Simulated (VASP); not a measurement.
# TiC (I4/mmm) in VASP: further runs

The runs below take TiC through single point, with PBE.

All numbers are computed with VASP 6.6.1; they aren't measurements. Logs are shortened: lines on timing, memory, paths and dates and some standing lists are left out, and cuts for length are marked.

## (1) The cell of the first run

It takes space group I4/mmm (No. 139, tetragonal). Conventional cell: a = 3.014 Å, b = 3.014 Å, c = 4.393 Å, α = 90.00°, β = 90.00°, γ = 90.00°. Ti (site symmetry 4/mmm) has 6 C at 2.13 to 2.20 Å within 2.8 Å. C (site symmetry 4/mmm) has 6 Ti at 2.13 to 2.20 Å within 2.8 Å.

## (2) Single point, PBE (strain -0.015 along x and y, +0.015 along z)

File INCAR:

```
SYSTEM = TiC
  PREC = Accurate
  ENCUT = 520
  EDIFF = 1E-6
  ISMEAR = 0
  SIGMA = 0.15
  LREAL = .False.
  LASPH = .True.
  NELM = 100
  ALGO = Normal
  ISIF = 2
  LWAVE = .False.
  LCHARG = .False.
  GGA = PE
  NBANDS = 15
```

File KPOINTS:

```
Automatic mesh
0
Gamma
  18 18 18
  0 0 0
```

File POSCAR:

```
TiC
1.0
    0.0000000000      2.1315400000      2.1964600000
    2.1315400000      0.0000000000      2.1964600000
    2.1315400000      2.1315400000      0.0000000000
Ti C
1 1
Direct
    0.0000000000      0.0000000000      0.0000000000
    0.5000000000      0.5000000000      0.5000000000
```

Potentials or basis: VASP PAW PBE potentials, release 64 (Ti_sv, C).

Started as:

```bash
$ cat potpaw_PBE.64/Ti_sv/POTCAR potpaw_PBE.64/C/POTCAR > POTCAR
$ mpirun -np 1 vasp_std > vasp.out
```

OUTCAR:

```text
SYSTEM = TiC
   PREC = Accurate
   ENCUT = 520
   EDIFF = 1E-6
   ISMEAR = 0
   LREAL = .False.
   LASPH = .True.
   NELM = 100
   ISIF = 2
   GGA = PE

 ion  position               nearest neighbor table
   1  0.000  0.000  0.000-   2 2.13   2 2.13   2 2.13   2 2.13   2 2.20   2 2.20
   2  0.500  0.500  0.500-   1 2.13   1 2.13   1 2.13   1 2.13   1 2.20   1 2.20

  LATTYP: Found a body centered tetragonal cell.
 ALAT       =     3.0144527767
 C/A-ratio  =     1.4572860567

  Lattice vectors:

 A1 = (  -2.1315400000,   0.0000000000,   2.1964600000)
 A2 = (   2.1315400000,   0.0000000000,   2.1964600000)
 A3 = (   0.0000000000,   2.1315400000,  -2.1964600000)

Analysis of symmetry for initial positions (statically):
=====================================================================
 Subroutine PRICEL returns:
 Original cell was already a primitive cell.

 Routine SETGRP: Setting up the symmetry group for a
 body centered tetragonal supercell.

 Subroutine GETGRP returns: Found 16 space group operations
 (whereof 16 operations were pure point group operations)
 out of a pool of 16 trial point group operations.

The static configuration has the point symmetry D_4h.

Analysis of symmetry for dynamics (positions and initial velocities):
=====================================================================
 Subroutine PRICEL returns:
 Original cell was already a primitive cell.

 Routine SETGRP: Setting up the symmetry group for a
 body centered tetragonal supercell.

 Subroutine GETGRP returns: Found 16 space group operations
 (whereof 16 operations were pure point group operations)
 out of a pool of 16 trial point group operations.

The dynamic configuration has the point symmetry D_4h.

 Subroutine INISYM returns: Found 16 space group operations
 (whereof 16 operations are pure point group operations),
 and found     1 'primitive' translations

----------------------------------------------------------------------------------------

                                     Primitive cell

  volume of cell :      19.9591

  direct lattice vectors                    reciprocal lattice vectors
     0.000000000  2.131540000  2.196460000    -0.234572187  0.234572187  0.227639019
     2.131540000  0.000000000  2.196460000     0.234572187 -0.234572187  0.227639019
     2.131540000  2.131540000  0.000000000     0.234572187  0.234572187 -0.227639019

  length of vectors
     3.060702420  3.060702420  3.014452777     0.402327907  0.402327907  0.402327907

  position of ions in fractional coordinates (direct lattice)
     0.000000000  0.000000000  0.000000000
     0.500000000  0.500000000  0.500000000

  ion indices of the primitive-cell ions
   primitive index   ion index
                 1           1
                 2           2

----------------------------------------------------------------------------------------

 KPOINTS: Automatic mesh

Automatic generation of k-mesh.
 Grid dimensions read from file:
 generate k-points for:   18   18   18

 Generating k-lattice:

  Cartesian coordinates                     Fractional coordinates (reciprocal lattice)
    -0.013031788  0.013031788  0.012646612     0.055555556 -0.000000000  0.000000000
     0.013031788 -0.013031788  0.012646612    -0.000000000  0.055555556  0.000000000
     0.013031788  0.013031788 -0.012646612     0.000000000  0.000000000  0.055555556

  Length of vectors
     0.022351550  0.022351550  0.022351550

  Shift w.r.t. Gamma in fractional coordinates (k-lattice)
     0.000000000  0.000000000  0.000000000

 Subroutine IBZKPT returns following result:
 ===========================================

 Found    480 irreducible k-points:

 Following reciprocal coordinates:
            Coordinates               Weight
  0.000000  0.000000  0.000000      1.000000
  0.055556 -0.000000  0.000000      8.000000
  0.111111 -0.000000  0.000000      8.000000
  0.166667  0.000000  0.000000      8.000000
  0.222222 -0.000000  0.000000      8.000000
  0.277778 -0.000000  0.000000      8.000000
[... 16 lines left out ...]
 -0.277778  0.055556  0.000000      8.000000
 -0.222222  0.055556  0.000000      8.000000
 [... further k-points ...]
   k-points           NKPTS =    480   k-points in BZ     NKDIM =    480   number of bands    NBANDS=     15
   number of dos      NEDOS =    301   number of ions     NIONS =      2
   total plane-waves  NPLWV =  13824
   dimension x,y,z NGX =    24 NGY =   24 NGZ =   24
   dimension x,y,z NGXF=    48 NGYF=   48 NGZF=   48
   ions per type =               1   1
   NGX,Y,Z   is equivalent  to a cutoff of  13.04, 13.04, 13.24 a.u.
   NGXF,Y,Z  is equivalent  to a cutoff of  26.07, 26.07, 26.47 a.u.
 SYSTEM =  TiC
   PREC   = accura    normal or accurate (medium, high low for compatibility)
   ISTART =      0    job   : 0-new  1-cont  2-samecut
   ICHARG =      2    charge: 1-file 2-atom 10-const
   ISPIN  =      1    spin polarized calculation?
   LNONCOLLINEAR =      F non collinear calculations
   LSORBIT =      F    spin-orbit coupling
   LASPH  =      T    aspherical Exc in radial PAW
   ENCUT  =  520.0 eV  38.22 Ry    6.18 a.u.   5.69  5.69  5.60*2*pi/ulx,y,z
   NELM   =    100;   NELMIN=  2; NELMDL= -5     # of ELM steps
   EDIFF  = 0.1E-05   stopping-criterion for ELM
   LREAL  =      F    real-space projection
   EDIFFG = 0.1E-04   stopping-criterion for IOM
   NSW    =      0    number of steps for IOM
   IBRION =     -1    ionic relax: 0-MD 1-quasi-New 2-CG
   NFREE  =      0    steps in history (QN), initial steepest desc. (CG)
   ISIF   =      2    stress and relaxation
   ISYM   =      2    0-nonsym 1-usesym 2-fastsym
   POTIM  = 0.5000    time-step for ionic-motion
   TEBEG  =    0.0;   TEEND  =   0.0 temperature during run
   PSTRESS=    0.0 pullay stress
   NELECT =      16.0000    total number of electrons
   NUPDOWN=      -1.0000    fix difference up-down
   EMIN   =  10.00;   EMAX   =-10.00  energy-range for DOS
   EFERMI =   0.00;   METHOD = LEGACY
   ISMEAR =     0;   SIGMA  =   0.15  broadening in eV -4-tet -1-fermi 0-gaus
   EFERMI_NEDOS =   21; number of points for ismear=-14 and -15
   IALGO  =     38    algorithm
   IMIX   =      4    mixing-type and parameters
     AMIX     =   0.40;   BMIX     =  1.00
     AMIX_MAG =   1.60;   BMIX_MAG =  1.00
  volume/ion in A,a.u.               =       9.98        67.35
  Fermi-wavevector in a.u.,A,eV,Ry     =   1.520786  2.873869 31.467414  2.312790
  Thomas-Fermi vector in A             =   2.629589
   LORBIT       =      0    0 simple, 1 ext, 2 COOP (PROOUT), +10 PAW based schemes
   GGA     = PE    functional components
   LHFCALC =     F    Hartree Fock is set to
   AEXX    =    0.0000 exact exchange contribution
   IVDW    =     0    specifies the selected vdW correction
   LEPSILON=     F    determine dielectric tensor
   LRPA    =     F    only Hartree local field effects (RPA)
 non-spin polarized calculation
 Gauss-broadening in eV      SIGMA  =   0.15
  energy-cutoff  :      520.00
  volume of cell :       19.96
 maximum number of plane-waves:       552
   NGX = 11   NGY = 11   NGZ = 11

 number of electron      16.0000001 magnetization

 Free energy of the ion-electron system (eV)
  ---------------------------------------------------
  ext. energy  EPLUGINS =         0.00000000
  ---------------------------------------------------
  free energy    TOTEN  =       -18.68913786 eV

  energy without entropy =      -18.68572675  energy(sigma->0) =      -18.68743231

 E-fermi :   9.6304     XC(G=0): -12.7881

 val. band max:        9.6123724906   @ k =   0.1111   0.0556   0.0000
 cond. band min:       9.6354529779   @ k =   0.5000   0.0000   0.4444
 fundamental gap:      0.0230804873
 Fermi energy:         9.6303924755

 k-point     1 :       0.0000    0.0000    0.0000
  band No.  band energies     occupation
      1     -46.9122      2.00000
      2     -22.9570      2.00000
      3     -22.9124      2.00000
      4     -22.9124      2.00000
      5      -2.8583      2.00000
      6      10.1734      0.00000
      7      10.4020      0.00000
      8      10.4020      0.00000
      9      11.2381      0.00000
     10      11.2433      0.00000
     11      11.3624      0.00000
     12      11.3624      0.00000
     13      11.4881      0.00000
     14      20.3901      0.00000
     15      23.7355      0.00000

 k-point     2 :       0.0556   -0.0000    0.0000
  band No.  band energies     occupation
      1     -46.9098      2.00000
      2     -22.9644      2.00000
      3     -22.9236      2.00000
      4     -22.9136      2.00000
      5      -2.7866      2.00000
      6       9.9230      0.00580
      7      10.1054      0.00001
      8      10.2614      0.00000
      9      10.6504      0.00000
     10      10.7402      0.00000
     11      11.5342      0.00000
     12      12.1495      0.00000
     13      12.3546      0.00000
     14      20.5167      0.00000
     15      23.7716      0.00000

 k-point     3 :       0.1111   -0.0000    0.0000
  band No.  band energies     occupation
      1     -46.9030      2.00000
      2     -22.9987      2.00000
      3     -22.9425      2.00000
      4     -22.9170      2.00000
      5      -2.5752      2.00000
      6       9.1896      1.99997
      7       9.4345      1.93525
      8       9.5809      1.35944
      9      10.6685      0.00000
     10      10.7480      0.00000
     11      11.8424      0.00000
     12      13.0922      0.00000
     13      13.3309      0.00000
     14      20.8385      0.00000
     15      23.8185      0.00000

 k-point     4 :       0.1667    0.0000    0.0000
  band No.  band energies     occupation
      1     -46.8926      2.00000
      2     -23.0664      2.00000
      3     -22.9557      2.00000
      4     -22.9221      2.00000
      5      -2.2346      2.00000
      6       8.2918      2.00000
      7       8.7397      2.00000
      8       8.8578      2.00000
      9      10.9026      0.00000
     10      10.9656      0.00000
     11      12.1137      0.00000
     12      14.0438      0.00000
     13      14.3175      0.00000
     14      21.1630      0.00000
     15      23.8141      0.00000
[... 307 lines left out ...]
 k-point    22 :      -0.3333    0.0556    0.0000
  band No.  band energies     occupation
      1     -46.8476      2.00000
      2     -23.3528      2.00000
      3     -23.0115      2.00000
      4     -22.9380      2.00000
      5      -0.3830      2.00000
      6       5.1415      2.00000
      7       7.0408      2.00000
      8       7.1057      2.00000
      9      11.9269      0.00000
     10      12.2449      0.00000
     11      13.2452      0.00000
     12      16.2636      0.00000
     13      17.5995      0.00000
     14      19.5950      0.00000
     15      24.9599      0.00000

 k-point    23 :      -0.2778    0.0556    0.0000
  band No.  band energies     occupation
      1     -46.8596      2.00000
      2     -23.2741      2.00000
      3     -23.0033      2.00000
      4     -22.9305      2.00000
      5      -0.9803      2.00000
      6       6.0117      2.00000
      7       7.3813      2.00000
      8       7.4940      2.00000
      9      11.5687      0.00000
     10      11.9135      0.00000
     11      12.9208      0.00000
     12      15.5384      0.00000
     13      16.9483      0.00000
     14      20.4455      0.00000
     15      24.5119      0.00000

 k-point    24 :      -0.2222    0.0556    0.0000
  band No.  band energies     occupation
      1     -46.8730      2.00000
      2     -23.1848      2.00000
      3     -22.9930      2.00000
      4     -22.9234      2.00000
      5      -1.5392      2.00000
      6       6.9337      2.00000
      7       7.8368      2.00000
      8       7.9824      2.00000
      9      11.2141      0.00000
     10      11.5732      0.00000
     11      12.6262      0.00000
     12      14.7165      0.00000
     13      16.1343      0.00000
     14      21.1414      0.00000
     15      23.9668      0.00000

 [... further k-points ...]

------------------------ aborting loop because EDIFF is reached ----------------------------------------

  FORCE on cell =-STRESS in cart. coord.  units (eV):
  Direction    XX          YY          ZZ          XY          YZ          ZX
  --------------------------------------------------------------------------------------
  -------------------------------------------------------------------------------------
  Total        1.1983797      1.1983797     -0.3262297      0.0000000      0.0000000      0.0000000
  in kB       96.1977134     96.1977134    -26.1874865      0.0000000      0.0000000      0.0000000
  external PRESSURE =      55.4026468 kB  Pullay stress =       0.0000000 kB

 VOLUME and BASIS-vectors are now :
 -----------------------------------------------------------------------------
  energy-cutoff  :      520.00
  volume of cell :       19.96
      direct lattice vectors                 reciprocal lattice vectors
     0.000000000  2.131540000  2.196460000    -0.234572187  0.234572187  0.227639019
     2.131540000  0.000000000  2.196460000     0.234572187 -0.234572187  0.227639019
     2.131540000  2.131540000  0.000000000     0.234572187  0.234572187 -0.227639019

 POSITION                                       TOTAL-FORCE (eV/Angst)
 -----------------------------------------------------------------------------------
      0.00000      0.00000      0.00000         0.000000     -0.000000     -0.000000
      2.13154      2.13154      2.19646        -0.000000      0.000000      0.000000
 -----------------------------------------------------------------------------------
    total drift:                                0.000000     -0.000000     -0.000000

  FREE ENERGIE OF THE ION-ELECTRON SYSTEM (eV)
  ---------------------------------------------------
  free  energy   TOTEN  =       -18.6891378612 eV

  energy  without entropy=      -18.6857267527  energy(sigma->0) =      -18.68743231
```

It took 70 s on 1 thread of Intel Xeon 6975P-C, shared host; peak memory 0.26 GiB.

What came out:

```
Free energy            : -18.6891 eV
Pressure               : 5.5 GPa
Band gap on the k mesh : zero (band 8 reaches 10.40 eV, above the bottom of band 9 at 9.12 eV)
```

Stress tensor (GPa, compression positive):
```
 9.62  0.00  0.00
 0.00  9.62  0.00
 0.00  0.00 -2.62
```

Caveat: the cell differs from its parent crystal (strain -0.015 along x and y, +0.015 along z).

[end of part 1 of 2]
